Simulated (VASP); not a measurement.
BaF2 (Frankdicksonite):

```xyz
3
Lattice="0.0000 3.1000 3.1000 3.1000 0.0000 3.1000 3.1000 3.1000 0.0000" Properties=species:S:1:pos:R:3 pbc="T T T"
Ba    0.0000    0.0000    0.0000
F     1.5500    1.5500    1.5500
F     4.6501    4.6501    4.6501
```

- Program: VASP 6.6.1
- Task: relaxation of cell and atoms
- Functional: PBE
- Potentials or basis: VASP PAW PBE potentials, release 64 (Ba_sv, F)
- Cutoff: 600 eV
- k mesh: 5 × 5 × 5
- Occupations: gaussian, width 0.01 eV
- Spin: no spin polarisation

At the start: pressure 2.3 GPa; volume 19.86 Å³/atom.

Task: Where does the relaxation end?

Result: Over 3 steps the energy falls by 5.4 meV/atom and the volume is 20.65 Å³/atom (+4.0 %); space group Fm-3m (No. 225, to 0.05 Å).

Step by step:
```csv
step,energy change (eV),largest force (eV/Å),pressure (GPa),volume (Å³)
1,0.0000,0.0000,2.28,59.58
2,-0.0162,0.0000,-0.09,62.06
3,-0.0162,0.0000,0.00,61.95
```

Final structure:
```yaml
crystal:
  lattice:
    - [0.00000, 3.14061, 3.14061]
    - [3.14061, 0.00000, 3.14061]
    - [3.14061, 3.14061, 0.00000]
  atoms:
    - { symbol: Ba, position: [0.00000, 0.00000, 0.00000] }
    - { symbol: F, position: [0.25000, 0.25000, 0.25000] }
    - { symbol: F, position: [0.75000, 0.75000, 0.75000] }
```
